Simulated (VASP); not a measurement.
# Zn (Fm-3m) in VASP: settings compared

Zn is run at these levels: HSE06, PBE0; tasks: single point.

All numbers are computed with VASP 6.6.1; they aren't measurements. Logs are shortened: lines on timing, memory, paths and dates and some standing lists are left out, and cuts for length are marked.

### 1 The cell of the first run

It takes space group Fm-3m (No. 225, cubic). Conventional cell: a = 3.930 Å, b = 3.930 Å, c = 3.930 Å, α = 90.00°, β = 90.00°, γ = 90.00°. Zn (site symmetry m-3m) has 12 Zn at 2.78 Å within 3.7 Å.

This isn't the form of Zn at room conditions, which is hcp.

### 2 Single point, HSE06

The input, POSCAR:

```
Zn
1.0
    0.0000000000      1.9647760000      1.9647760000
    1.9647760000      0.0000000000      1.9647760000
    1.9647760000      1.9647760000      0.0000000000
Zn
1
Direct
    0.0000000000      0.0000000000      0.0000000000
```

The input, INCAR.step1:

```
ALGO     = Normal         # electronic algorithm
EDIFF    = 1E-5           # SCF threshold, eV
ENCUT    = 520            # plane-wave cutoff, eV
GGA      = PE             # functional
ISIF     = 2              # what is computed and relaxed
ISMEAR   = -1             # smearing method
LASPH    = True           # aspherical terms in the spheres
LCHARG   = False          # write CHGCAR
LREAL    = False          # projectors in reciprocal space
LWAVE    = True           # write WAVECAR
NBANDS   = 12             # bands
NELM     = 80             # most SCF steps
PREC     = Accurate       # precision mode
SIGMA    = 0.05           # smearing width, eV
```

The input, INCAR.step2:

```
ALGO     = Normal         # electronic algorithm
EDIFF    = 1E-7           # SCF threshold, eV
ENCUT    = 520            # plane-wave cutoff, eV
GGA      = PE             # functional
HFSCREEN = 0.2079         # screening, 1/A
ISIF     = 2              # what is computed and relaxed
ISMEAR   = -1             # smearing method
ISTART   = 1            
LASPH    = True           # aspherical terms in the spheres
LCHARG   = False          # write CHGCAR
LHFCALC  = True           # exact exchange
LREAL    = False          # projectors in reciprocal space
LWAVE    = False          # write WAVECAR
NBANDS   = 12             # bands
NELM     = 80             # most SCF steps
PREC     = Accurate       # precision mode
PRECFOCK = Normal       
SIGMA    = 0.05           # smearing width, eV
```

The input, KPOINTS:

```
k-points
0
Gamma
  8 8 8
```

Potentials or basis: VASP PAW PBE potentials, release 64 (Zn).

Command:

```bash
$ cat potpaw_PBE.64/Zn/POTCAR > POTCAR
$ cp INCAR.step1 INCAR
$ mpirun -np 1 vasp_std > vasp.out
$ cp INCAR.step2 INCAR
$ mpirun -np 1 vasp_std > vasp.out
```

OUTCAR:

```text
EDIFF = 1E-7
   ENCUT = 520
   GGA = PE
   HFSCREEN = 0.2079
   ISIF = 2
   ISMEAR = -1
   ISTART = 1
   LASPH = True
   LHFCALC = True
   LREAL = False
   NELM = 80
   PREC = Accurate
   PRECFOCK = Normal

 ion  position               nearest neighbor table
   1  0.000  0.000  0.000-

  LATTYP: Found a face centered cubic cell.
 ALAT       =     3.9295520000

  Lattice vectors:

 A1 = (   0.0000000000,   1.9647760000,   1.9647760000)
 A2 = (   1.9647760000,   0.0000000000,   1.9647760000)
 A3 = (   1.9647760000,   1.9647760000,   0.0000000000)

Analysis of symmetry for initial positions (statically):
=====================================================================
 Subroutine PRICEL returns:
 Original cell was already a primitive cell.

 Routine SETGRP: Setting up the symmetry group for a
 face centered cubic supercell.

 Subroutine GETGRP returns: Found 48 space group operations
 (whereof 48 operations were pure point group operations)
 out of a pool of 48 trial point group operations.

The static configuration has the point symmetry O_h .

Analysis of symmetry for dynamics (positions and initial velocities):
=====================================================================
 Subroutine PRICEL returns:
 Original cell was already a primitive cell.

 Routine SETGRP: Setting up the symmetry group for a
 face centered cubic supercell.

 Subroutine GETGRP returns: Found 48 space group operations
 (whereof 48 operations were pure point group operations)
 out of a pool of 48 trial point group operations.

The dynamic configuration has the point symmetry O_h .

 Subroutine INISYM returns: Found 48 space group operations
 (whereof 48 operations are pure point group operations),
 and found     1 'primitive' translations

----------------------------------------------------------------------------------------

                                     Primitive cell

  volume of cell :      15.1694

  direct lattice vectors                    reciprocal lattice vectors
     0.000000000  1.964776000  1.964776000    -0.254481936  0.254481936  0.254481936
     1.964776000  0.000000000  1.964776000     0.254481936 -0.254481936  0.254481936
     1.964776000  1.964776000  0.000000000     0.254481936  0.254481936 -0.254481936

  length of vectors
     2.778612866  2.778612866  2.778612866     0.440775643  0.440775643  0.440775643

  position of ions in fractional coordinates (direct lattice)
     0.000000000  0.000000000  0.000000000

  ion indices of the primitive-cell ions
   primitive index   ion index
                 1           1

----------------------------------------------------------------------------------------

 KPOINTS: k-points

Automatic generation of k-mesh.
 Grid dimensions read from file:
 generate k-points for:    8    8    8

 Generating k-lattice:

  Cartesian coordinates                     Fractional coordinates (reciprocal lattice)
    -0.031810242  0.031810242  0.031810242     0.125000000  0.000000000  0.000000000
     0.031810242 -0.031810242  0.031810242     0.000000000  0.125000000  0.000000000
     0.031810242  0.031810242 -0.031810242     0.000000000  0.000000000  0.125000000

  Length of vectors
     0.055096955  0.055096955  0.055096955

  Shift w.r.t. Gamma in fractional coordinates (k-lattice)
     0.000000000  0.000000000  0.000000000

 Subroutine IBZKPT returns following result:
 ===========================================

 Found     29 irreducible k-points:

 Following reciprocal coordinates:
            Coordinates               Weight
  0.000000  0.000000  0.000000      1.000000
  0.125000  0.000000  0.000000      8.000000
  0.250000  0.000000  0.000000      8.000000
  0.375000  0.000000  0.000000      8.000000
  0.500000  0.000000  0.000000      4.000000
  0.125000  0.125000  0.000000      6.000000
[... 16 lines left out ...]
  0.500000  0.250000  0.125000     48.000000
 -0.375000  0.250000  0.125000     24.000000
 [... further k-points ...]
   k-points           NKPTS =     29   k-points in BZ     NKDIM =    512   number of bands    NBANDS=     12
   number of dos      NEDOS =    301   number of ions     NIONS =      1
   total plane-waves  NPLWV =  13824
   dimension x,y,z NGX =    24 NGY =   24 NGZ =   24
   dimension x,y,z NGXF=    48 NGYF=   48 NGZF=   48
   ions per type =               1
   NGX,Y,Z   is equivalent  to a cutoff of  14.36, 14.36, 14.36 a.u.
   NGXF,Y,Z  is equivalent  to a cutoff of  28.72, 28.72, 28.72 a.u.
 SYSTEM =  unknown system
   PREC   = accura    normal or accurate (medium, high low for compatibility)
   ISTART =      1    job   : 0-new  1-cont  2-samecut
   ICHARG =      0    charge: 1-file 2-atom 10-const
   ISPIN  =      1    spin polarized calculation?
   LNONCOLLINEAR =      F non collinear calculations
   LSORBIT =      F    spin-orbit coupling
   LASPH  =      T    aspherical Exc in radial PAW
   ENCUT  =  520.0 eV  38.22 Ry    6.18 a.u.   5.17  5.17  5.17*2*pi/ulx,y,z
   NELM   =     80;   NELMIN=  2; NELMDL=  0     # of ELM steps
   EDIFF  = 0.1E-06   stopping-criterion for ELM
   LREAL  =      F    real-space projection
   EDIFFG = 0.1E-05   stopping-criterion for IOM
   NSW    =      0    number of steps for IOM
   IBRION =     -1    ionic relax: 0-MD 1-quasi-New 2-CG
   NFREE  =      0    steps in history (QN), initial steepest desc. (CG)
   ISIF   =      2    stress and relaxation
   ISYM   =      3    0-nonsym 1-usesym 2-fastsym
   POTIM  = 0.5000    time-step for ionic-motion
   TEBEG  =    0.0;   TEEND  =   0.0 temperature during run
   PSTRESS=    0.0 pullay stress
   NELECT =      12.0000    total number of electrons
   NUPDOWN=      -1.0000    fix difference up-down
   EMIN   =  10.00;   EMAX   =-10.00  energy-range for DOS
   EFERMI =   0.00;   METHOD = LEGACY
   ISMEAR =    -1;   SIGMA  =   0.05  broadening in eV -4-tet -1-fermi 0-gaus
   EFERMI_NEDOS =   21; number of points for ismear=-14 and -15
   IALGO  =     38    algorithm
   IMIX   =      1    mixing-type and parameters
     AMIX     =   0.40;   BMIX     =  1.00
     AMIX_MAG =   1.60;   BMIX_MAG =  1.00
  volume/ion in A,a.u.               =      15.17       102.37
  Fermi-wavevector in a.u.,A,eV,Ry     =   1.514069  2.861175 31.190044  2.292404
  Thomas-Fermi vector in A             =   2.623775
   LORBIT       =      0    0 simple, 1 ext, 2 COOP (PROOUT), +10 PAW based schemes
   GGA     = PE    functional components
   LHFCALC =     T    Hartree Fock is set to
   PRECFOCK=normal    Normal, Fast or Accurate (Low or Medium for compatibility)
   ENCUT4O =  -1.0   cutoff for four orbital integrals eV
   NKREDX  =     1    reduce k-point grid by
   NKREDY  =     1    reduce k-point grid by
   NKREDZ  =     1    reduce k-point grid by
   AEXX    =    0.2500 exact exchange contribution
   HFSCREEN=    0.2079 screening length (either q_TF or 0.3 A-1)
   HFSCREENC=   0.2079 screening length for correlation (either q_TF or 0.3 A-1)
   ENCUTFOCK=  -1.0 apply spherical cutoff to Coloumb kernel
   IVDW    =     0    specifies the selected vdW correction
   LEPSILON=     F    determine dielectric tensor
   LRPA    =     F    only Hartree local field effects (RPA)
 non-spin polarized calculation
  energy-cutoff  :      520.00
  volume of cell :       15.17
 maximum number of plane-waves:       419
 NGX is ok and might be reduce to    24
  NGX = 16; NGY = 16; NGZ = 16

 number of electron      12.0000008 magnetization

 Free energy of the ion-electron system (eV)
  ---------------------------------------------------
  ext. energy  EPLUGINS =         0.00000000
  ---------------------------------------------------
  free energy    TOTEN  =        -1.21851558 eV

  energy without entropy =       -1.21582290  energy(sigma->0) =       -1.21716924

 E-fermi :   2.7201     XC(G=0):  -9.4587

 val. band max:        2.5306369427   @ k =  -0.3750   0.2500   0.1250
 cond. band min:       2.8284958883   @ k =   0.5000   0.1250   0.0000
 fundamental gap:      0.2978589457
 Fermi energy:         2.7201279357

 k-point     1 :       0.0000    0.0000    0.0000
  band No.  band energies     occupation
      1      -8.6206      2.00000
      2      -6.8114      2.00000
      3      -6.8114      2.00000
      4      -6.8114      2.00000
      5      -6.4339      2.00000
      6      -6.4339      2.00000
      7      22.6604      0.00000
      8      22.6604      0.00000
      9      22.6604      0.00000
     10      22.8458      0.00000
     11      25.1979      0.00000
     12      25.1979      0.00000

 k-point     2 :       0.1250    0.0000    0.0000
  band No.  band energies     occupation
      1      -8.1076      2.00000
      2      -6.8275      2.00000
      3      -6.7628      2.00000
      4      -6.7628      2.00000
      5      -6.4420      2.00000
      6      -6.4420      2.00000
      7      17.2131      0.00000
      8      21.4880      0.00000
      9      21.4880      0.00000
     10      22.6091      0.00000
     11      27.1915      0.00000
     12      27.1915      0.00000

 k-point     3 :       0.2500    0.0000    0.0000
  band No.  band energies     occupation
      1      -7.3314      2.00000
      2      -6.7310      2.00000
      3      -6.7310      2.00000
      4      -6.3711      2.00000
      5      -6.3711      2.00000
      6      -6.0713      2.00000
      7      11.1086      0.00000
      8      20.2835      0.00000
      9      20.2835      0.00000
     10      22.1220      0.00000
     11      26.0824      0.00000
     12      26.0824      0.00000
[... 286 lines left out ...]
 k-point    23 :       0.5000    0.2500    0.1250
  band No.  band energies     occupation
      1      -7.1080      2.00000
      2      -6.9026      2.00000
      3      -6.7023      2.00000
      4      -6.4741      2.00000
      5      -6.2145      2.00000
      6      -1.8042      2.00000
      7       6.8588      0.00000
      8      12.1193      0.00000
      9      14.7761      0.00000
     10      21.9898      0.00000
     11      25.1807      0.00000
     12      27.9578      0.00000

 k-point    24 :      -0.3750    0.2500    0.1250
  band No.  band energies     occupation
      1      -7.1316      2.00000
      2      -6.9628      2.00000
      3      -6.5651      2.00000
      4      -6.5598      2.00000
      5      -6.1463      2.00000
      6       1.6397      2.00000
      7       2.5306      1.95580
      8      12.7661      0.00000
      9      13.1380      0.00000
     10      21.8730      0.00000
     11      24.8455      0.00000
     12      32.5140      0.00000

 [... further k-points ...]

------------------------ aborting loop because EDIFF is reached ----------------------------------------

  FORCE on cell =-STRESS in cart. coord.  units (eV):
  Direction    XX          YY          ZZ          XY          YZ          ZX
  --------------------------------------------------------------------------------------
  -------------------------------------------------------------------------------------
  Total        0.0513932      0.0513932      0.0513932     -0.0000000      0.0000000      0.0000000
  in kB        5.4280903      5.4280903      5.4280903     -0.0000000      0.0000000      0.0000000
  external PRESSURE =       5.4280903 kB  Pullay stress =       0.0000000 kB

 VOLUME and BASIS-vectors are now :
 -----------------------------------------------------------------------------
  energy-cutoff  :      520.00
  volume of cell :       15.17
      direct lattice vectors                 reciprocal lattice vectors
     0.000000000  1.964776000  1.964776000    -0.254481936  0.254481936  0.254481936
     1.964776000  0.000000000  1.964776000     0.254481936 -0.254481936  0.254481936
     1.964776000  1.964776000  0.000000000     0.254481936  0.254481936 -0.254481936

 POSITION                                       TOTAL-FORCE (eV/Angst)
 -----------------------------------------------------------------------------------
      0.00000      0.00000      0.00000         0.000000      0.000000      0.000000
 -----------------------------------------------------------------------------------
    total drift:                                0.000000      0.000000      0.000000

  FREE ENERGIE OF THE ION-ELECTRON SYSTEM (eV)
  ---------------------------------------------------
  free  energy   TOTEN  =        -1.2185155828 eV

  energy  without entropy=       -1.2158228994  energy(sigma->0) =       -1.21716924
```

It took 12 min on 1 thread of Intel Xeon 6975P-C (Granite Rapids), shared host; peak memory 0.25 GiB.

What came out:

- Free energy: -1.2185 eV
- Pressure: 0.5 GPa
- Band gap on the k mesh: zero (bands 6 and 7 overlap by 3.94 eV)

Caveat: the PAW data sets were made with another functional, which shifts forces and pressure a little.

### 3 Single point, PBE0

POSCAR is that of step 2.

The input, INCAR.step1:

```
SYSTEM = Zn
PREC     = Accurate       ! precision mode
ENCUT    = 520            ! plane-wave cutoff, eV
EDIFF    = 1E-5           ! SCF threshold, eV
ISMEAR   = -1             ! smearing method
SIGMA    = 0.05           ! smearing width, eV
LREAL    = .False.        ! projectors in reciprocal space
LASPH    = .True.         ! aspherical terms in the spheres
NELM     = 60             ! most SCF steps
ALGO     = Normal         ! electronic algorithm
ISIF     = 2              ! what is computed and relaxed
LWAVE    = .True.         ! write WAVECAR
LCHARG   = .False.        ! write CHGCAR
NBANDS   = 12             ! bands
GGA      = PE             ! functional
```

The input, INCAR.step2:

```
SYSTEM = Zn
PREC     = Accurate       ! precision mode
ENCUT    = 520            ! plane-wave cutoff, eV
EDIFF    = 1E-6           ! SCF threshold, eV
ISMEAR   = -1             ! smearing method
SIGMA    = 0.05           ! smearing width, eV
LREAL    = .False.        ! projectors in reciprocal space
LASPH    = .True.         ! aspherical terms in the spheres
NELM     = 60             ! most SCF steps
ALGO     = Normal         ! electronic algorithm
ISIF     = 2              ! what is computed and relaxed
LWAVE    = .False.        ! write WAVECAR
LCHARG   = .False.        ! write CHGCAR
GGA      = PE             ! functional
LHFCALC  = .True.         ! exact exchange
AEXX     = 0.25           ! exact-exchange fraction
PRECFOCK = Normal       
NBANDS   = 12             ! bands
ISTART   = 1
```

The input, KPOINTS:

```
regular mesh
0
Gamma
  8 8 8
  0 0 0
```

Potentials or basis: VASP PAW PBE potentials, release 64 (Zn).

Command:

```bash
$ cat potpaw_PBE.64/Zn/POTCAR > POTCAR
$ cp INCAR.step1 INCAR
$ mpirun -np 1 vasp_std > vasp.out
$ cp INCAR.step2 INCAR
$ mpirun -np 1 vasp_std > vasp.out
```

It took 11 min on 1 thread of Intel Xeon 6975P-C (Granite Rapids), shared host; peak memory 0.15 GiB.

It converged, with:

* Free energy: -1.2361 eV
* Pressure: 0.0 GPa
* Band gap on the k mesh: zero (bands 6 and 7 overlap by 4.46 eV)

Levels at points of the mesh, in eV from the Fermi level:
```
           k point  band 2  band 3  band 4  band 5  band 6  band 7  band 8  band 9  band 10  band 11
(0.00, 0.00, 0.00)  -10.13  -10.13  -10.13   -9.75   -9.75   20.15   20.15   20.15    20.33    22.70
(0.50, 0.00, 0.00)  -10.14  -10.14   -9.45   -9.45   -3.50   -1.58   17.07   17.07    18.80    20.50
(0.50, 0.50, 0.00)  -10.74   -9.46   -9.36   -9.36   -1.30    2.53    9.84    9.84    13.36    14.83
```

Caveat: the PAW data sets were made with another functional, which shifts forces and pressure a little.

### 4 Single point, HSE06

This run uses another cell than the first one, of 15.47 Å³/atom.

The input, POSCAR:

```
Zn
1.0
    0.0000000000      1.9777881408      1.9777881408
    1.9777881408      0.0000000000      1.9777881408
    1.9777881408      1.9777881408      0.0000000000
Zn
1
Direct
    0.0000000000      0.0000000000      0.0000000000
```

The input, INCAR.step1:

```
SYSTEM = Zn
ALGO     = Normal         ! electronic algorithm
EDIFF    = 1E-5           ! SCF threshold, eV
ENCUT    = 520            ! plane-wave cutoff, eV
GGA      = PE             ! functional
ISIF     = 2              ! what is computed and relaxed
ISMEAR   = -1             ! smearing method
LASPH    = .TRUE.         ! aspherical terms in the spheres
LCHARG   = .FALSE.        ! write CHGCAR
LREAL    = .FALSE.        ! projectors in reciprocal space
LWAVE    = .TRUE.         ! write WAVECAR
NBANDS   = 12             ! bands
NELM     = 80             ! most SCF steps
PREC     = Accurate       ! precision mode
SIGMA    = 0.05           ! smearing width, eV
```

The input, INCAR.step2:

```
SYSTEM = Zn
ALGO     = Normal         ! electronic algorithm
EDIFF    = 1E-6           ! SCF threshold, eV
ENCUT    = 520            ! plane-wave cutoff, eV
GGA      = PE             ! functional
HFSCREEN = 0.2079         ! screening, 1/A
ISIF     = 2              ! what is computed and relaxed
ISMEAR   = -1             ! smearing method
ISTART   = 1            
LASPH    = .TRUE.         ! aspherical terms in the spheres
LCHARG   = .FALSE.        ! write CHGCAR
LHFCALC  = .TRUE.         ! exact exchange
LREAL    = .FALSE.        ! projectors in reciprocal space
LWAVE    = .FALSE.        ! write WAVECAR
NBANDS   = 12             ! bands
NELM     = 80             ! most SCF steps
PREC     = Accurate       ! precision mode
PRECFOCK = Normal       
SIGMA    = 0.05           ! smearing width, eV
```

The input, KPOINTS:

```
k-points
0
G
  8 8 8
  0 0 0
```

Command:

```bash
$ cat potpaw_PBE.64/Zn/POTCAR > POTCAR
$ cp INCAR.step1 INCAR
$ mpirun -np 1 vasp_std > vasp.out
$ cp INCAR.step2 INCAR
$ mpirun -np 1 vasp_std > vasp.out
```

It took 12 min on 1 thread of Intel Xeon 6975P-C (Granite Rapids), shared host; peak memory 0.25 GiB.

It converged, with:

```
Free energy            : -1.2184 eV
Pressure               : -0.8 GPa
Band gap on the k mesh : zero (bands 6 and 7 overlap by 3.97 eV)
```

Levels at points of the mesh, in eV from the Fermi level:
| k point | band 4 | band 5 | band 6 | band 7 | band 8 | band 9 |
| --- | --- | --- | --- | --- | --- | --- |
| (0.00, 0.00, 0.00) | -9.47 | -9.10 | -9.10 | 19.67 | 19.67 | 19.67 |
| (0.50, 0.00, 0.00) | -8.81 | -8.81 | -2.86 | -1.19 | 16.62 | 16.62 |
| (0.50, 0.50, 0.00) | -8.73 | -8.73 | -0.75 | 2.34 | 9.53 | 9.53 |

Caveat: the PAW data sets were made with another functional, which shifts forces and pressure a little.

### 5 The runs side by side

| level | cell | screening parameter | gap on the mesh (eV) | pressure (GPa) |
| --- | --- | --- | --- | --- |
| HSE06 | a = 2.779 Å, angles 60.0°, 1 atom | 0.2079 1/Å | none | 0.5 |
| PBE0 | a = 2.779 Å, angles 60.0°, 1 atom | - | none | 0.0 |
| HSE06 | a = 2.797 Å, angles 60.0°, 1 atom | 0.2079 1/Å | none | -0.8 |

Alike in all rows: task single point; potentials or basis VASP PAW PBE potentials, release 64 (Zn); no spin polarisation; k mesh 8 × 8 × 8; cutoff (eV) 520; smearing fermi-dirac 0.05 eV.

Caveats: the PAW data sets were made with another functional, which shifts forces and pressure a little.

Total energies depend on the potentials used, so only differences within one code and one set of settings carry meaning.

The gap in the log of VASP goes by the Fermi energy; the results here count the filled bands.